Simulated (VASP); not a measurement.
# SiNi (WC type) (P-6m2) in VASP: relaxation of shape and atoms at fixed volume with PBE

Aim: the relaxation of shape and atoms at fixed volume of SiNi (WC type) with PBE.

Everything below comes from runs of VASP 6.6.1. Logs are shortened: lines on timing, memory, paths and dates and some standing lists are left out, and cuts for length are marked.

### 1 The cell of the first run

Symmetry: P-6m2, No. 187, hexagonal system. The conventional cell has a = 3.415 Å, b = 3.415 Å, c = 2.437 Å, α = 90.00°, β = 90.00°, γ = 120.00°. Within 3.1 Å of Ni (site symmetry -6m2) lie 6 Si at 2.32 Å and 2 Ni at 2.44 Å. Within 3.1 Å of Si (site symmetry -6m2) lie 6 Ni at 2.32 Å and 2 Si at 2.44 Å.

### 2 Relaxation of shape and atoms at fixed volume, PBE

Contents of INCAR:

```
SYSTEM = SiNi
ALGO = Normal
EDIFF = 1E-7
EDIFFG = -0.005
ENCUT = 600
GGA = PE
IBRION = 2
ISIF = 4
ISMEAR = -1
LASPH = .TRUE.
LCHARG = .FALSE.
LREAL = .FALSE.
LWAVE = .FALSE.
NELM = 80
NSW = 50
PREC = Accurate
SIGMA = 0.1
```

Contents of KPOINTS:

```
k-points
0
G
  14 14 13
  0 0 0
```

Contents of POSCAR:

```
SiNi
1.0
    3.4154130784      0.0000000000      0.0000000000
   -1.7077065392      2.9578344904      0.0000000000
    0.0000000000      0.0000000000      2.4366740972
Ni Si
1 1
Direct
    0.0000000000      0.0000000000      0.0000000000
    0.3333333333      0.6666666667      0.5000000000
```

Potentials or basis: VASP PAW PBE potentials, release 64 (Ni, Si).

The run is started by

```
> cat potpaw_PBE.64/Ni/POTCAR potpaw_PBE.64/Si/POTCAR > POTCAR
> mpirun -np 1 vasp_std > vasp.out
```

OUTCAR:

```text
SYSTEM = SiNi
   EDIFF = 1E-7
   EDIFFG = -0.005
   ENCUT = 600
   GGA = PE
   IBRION = 2
   ISIF = 4
   ISMEAR = -1
   LASPH = .TRUE.
   LREAL = .FALSE.
   NELM = 80
   NSW = 50
   PREC = Accurate

 ion  position               nearest neighbor table
   1  0.000  0.000  0.000-   2 2.32   2 2.32   2 2.32   2 2.32   2 2.32   2 2.32
   2  0.333  0.667  0.500-   1 2.32   1 2.32   1 2.32   1 2.32   1 2.32   1 2.32

  LATTYP: Found a hexagonal cell.
 ALAT       =     3.4154130784
 C/A-ratio  =     0.7134346684

  Lattice vectors:

 A1 = (   3.4154130784,   0.0000000000,   0.0000000000)
 A2 = (  -1.7077065392,   2.9578344904,   0.0000000000)
 A3 = (   0.0000000000,   0.0000000000,   2.4366740972)

Analysis of symmetry for initial positions (statically):
=====================================================================
 Subroutine PRICEL returns:
 Original cell was already a primitive cell.

 Routine SETGRP: Setting up the symmetry group for a
 hexagonal supercell.

 Subroutine GETGRP returns: Found 12 space group operations
 (whereof 12 operations were pure point group operations)
 out of a pool of 24 trial point group operations.

The static configuration has the point symmetry D_3h.

Analysis of symmetry for dynamics (positions and initial velocities):
=====================================================================
 Subroutine PRICEL returns:
 Original cell was already a primitive cell.

 Routine SETGRP: Setting up the symmetry group for a
 hexagonal supercell.

 Subroutine GETGRP returns: Found 12 space group operations
 (whereof 12 operations were pure point group operations)
 out of a pool of 24 trial point group operations.

The dynamic configuration has the point symmetry D_3h.

 Subroutine INISYM returns: Found 12 space group operations
 (whereof 12 operations are pure point group operations),
 and found     1 'primitive' translations

----------------------------------------------------------------------------------------

                                     Primitive cell

  volume of cell :      24.6158

  direct lattice vectors                    reciprocal lattice vectors
     3.415413078  0.000000000  0.000000000     0.292790353  0.169042589  0.000000000
    -1.707706539  2.957834490  0.000000000     0.000000000  0.338085178  0.000000000
     0.000000000  0.000000000  2.436674097     0.000000000  0.000000000  0.410395465

  length of vectors
     3.415413078  3.415413078  2.436674097     0.338085178  0.338085178  0.410395465

  position of ions in fractional coordinates (direct lattice)
     0.000000000  0.000000000  0.000000000
     0.333333333  0.666666667  0.500000000
[... 67 lines left out ...]
 SYSTEM =  SiNi
   PREC   = accura    normal or accurate (medium, high low for compatibility)
   ISTART =      0    job   : 0-new  1-cont  2-samecut
   ICHARG =      2    charge: 1-file 2-atom 10-const
   ISPIN  =      1    spin polarized calculation?
   LNONCOLLINEAR =      F non collinear calculations
   LSORBIT =      F    spin-orbit coupling
   LASPH  =      T    aspherical Exc in radial PAW
   ENCUT  =  600.0 eV  44.10 Ry    6.64 a.u.   6.82  6.82  4.87*2*pi/ulx,y,z
   NELM   =     80;   NELMIN=  2; NELMDL= -5     # of ELM steps
   EDIFF  = 0.1E-06   stopping-criterion for ELM
   LREAL  =      F    real-space projection
   EDIFFG = -.5E-02   stopping-criterion for IOM
   NSW    =     50    number of steps for IOM
   IBRION =      2    ionic relax: 0-MD 1-quasi-New 2-CG
   NFREE  =      1    steps in history (QN), initial steepest desc. (CG)
   ISIF   =      4    stress and relaxation
   ISYM   =      2    0-nonsym 1-usesym 2-fastsym
   POTIM  = 0.5000    time-step for ionic-motion
   TEBEG  =    0.0;   TEEND  =   0.0 temperature during run
   PSTRESS=    0.0 pullay stress
   NELECT =      14.0000    total number of electrons
   NUPDOWN=      -1.0000    fix difference up-down
   EMIN   =  10.00;   EMAX   =-10.00  energy-range for DOS
   EFERMI =   0.00;   METHOD = LEGACY
   ISMEAR =    -1;   SIGMA  =   0.10  broadening in eV -4-tet -1-fermi 0-gaus
   EFERMI_NEDOS =   21; number of points for ismear=-14 and -15
   IALGO  =     38    algorithm
   IMIX   =      4    mixing-type and parameters
     AMIX     =   0.40;   BMIX     =  1.00
     AMIX_MAG =   1.60;   BMIX_MAG =  1.00
  volume/ion in A,a.u.               =      12.31        83.06
  Fermi-wavevector in a.u.,A,eV,Ry     =   1.356374  2.563174 25.031309  1.839749
  Thomas-Fermi vector in A             =   2.483382
   LORBIT       =      0    0 simple, 1 ext, 2 COOP (PROOUT), +10 PAW based schemes
   GGA     = PE    functional components
   LHFCALC =     F    Hartree Fock is set to
   AEXX    =    0.0000 exact exchange contribution
   IVDW    =     0    specifies the selected vdW correction
   LEPSILON=     F    determine dielectric tensor
   LRPA    =     F    only Hartree local field effects (RPA)
 conjugate gradient relaxation of ions
 non-spin polarized calculation
  energy-cutoff  :      600.00
  volume of cell :       24.62
 maximum number of plane-waves:       838
 NGX is ok and might be reduce to    28
   NGX = 13   NGY = 13   NGZ =  9

--------------------------------------- Ionic step        1  -------------------------------------------

 number of electron      14.0000000 magnetization

 Free energy of the ion-electron system (eV)
  ---------------------------------------------------
  ext. energy  EPLUGINS =         0.00000000
  ---------------------------------------------------
  free energy    TOTEN  =       -11.61956749 eV

  energy without entropy =      -11.58966872  energy(sigma->0) =      -11.60461810

 E-fermi :   9.9863     XC(G=0): -12.0163

 val. band max:        9.9751228524   @ k =   0.2857   0.1429   0.1538
 cond. band min:      10.0249968022   @ k =   0.2857   0.2857   0.3077
 fundamental gap:      0.0498739497
 Fermi energy:         9.9862699438

 k-point     1 :       0.0000    0.0000    0.0000
  band No.  band energies     occupation
      1      -2.9117      2.00000
      2       5.9810      2.00000
      3       6.1311      2.00000
      4       6.1311      2.00000
      5       8.2785      2.00000
      6       8.2785      2.00000
      7      12.8001      0.00000
      8      12.8001      0.00000
      9      15.0325      0.00000
     10      16.4095      0.00000
     11      16.4095      0.00000
[... 393 lines left out ...]
--------------------------------------- Ionic step        3  -------------------------------------------

 number of electron      13.9999991 magnetization

 Free energy of the ion-electron system (eV)
  ---------------------------------------------------
  ext. energy  EPLUGINS =         0.00000000
  ---------------------------------------------------
  free energy    TOTEN  =       -11.62336132 eV

  energy without entropy =      -11.59360393  energy(sigma->0) =      -11.60848263

 E-fermi :  10.0085     XC(G=0): -12.0248

 val. band max:        9.9846584957   @ k =   0.2143   0.1429   0.0769
 cond. band min:      10.0102703921   @ k =   0.2143   0.0714   0.3846
 fundamental gap:      0.0256118964
 Fermi energy:        10.0085176806

 k-point     1 :       0.0000    0.0000    0.0000
  band No.  band energies     occupation
      1      -2.8800      2.00000
      2       6.0443      2.00000
      3       6.2029      2.00000
      4       6.2029      2.00000
      5       8.2470      2.00000
      6       8.2470      2.00000
      7      12.9681      0.00000
      8      12.9681      0.00000
      9      15.2671      0.00000
     10      16.5631      0.00000
     11      16.5631      0.00000
[... 351 lines left out ...]
  FREE ENERGIE OF THE ION-ELECTRON SYSTEM (eV)
  ---------------------------------------------------
  free  energy   TOTEN  =       -11.6233613183 eV

  energy  without entropy=      -11.5936039317  energy(sigma->0) =      -11.60848263

 reached required accuracy - stopping structural energy minimisation
```

It used 80 s of CPU time on 1 thread of AMD EPYC 7R13 Processor (Zen 3) (shared host).

Results:

* Free energy: -11.6234 eV
* Energy gained by relaxing: 1.9 meV/atom
* Ionic steps: 3
* Pressure after relaxing: 10.6 GPa
* Band gap on the k mesh: zero (band 7 reaches 13.68 eV, above the bottom of band 8 at 8.47 eV)

Step by step:
```
step  energy change (eV)  largest force (eV/Å)  pressure (GPa)  volume (Å³)
   1              0.0000                0.0000           11.42        24.62
   2             -0.0036                0.0000           10.81        24.62
   3             -0.0038                0.0000           10.65        24.62
```

Final structure:
```
Ni Si
1.0
     3.39332    0.00000    0.00000
    -1.69666    2.93870    0.00000
     0.00000    0.00000    2.46851
Ni Si
1 1
Direct
  0.00000 0.00000 0.00000
  0.33333 0.66667 0.50000
```

Levels at points of the mesh, in eV from the Fermi level:
| k point | band 3 | band 4 | band 5 | band 6 | band 7 | band 8 | band 9 | band 10 | band 11 |
| --- | --- | --- | --- | --- | --- | --- | --- | --- | --- |
| (0.00, 0.00, 0.00) | -3.81 | -3.81 | -1.76 | -1.76 | 2.96 | 2.96 | 5.26 | 6.55 | 6.55 |
| (0.50, 0.00, 0.00) | -3.85 | -2.69 | -2.10 | -2.00 | -1.82 | -0.69 | 4.77 | 11.56 | 11.88 |

Spin polarisation is off, so any magnetic state and its effect on volume and gap are missing.
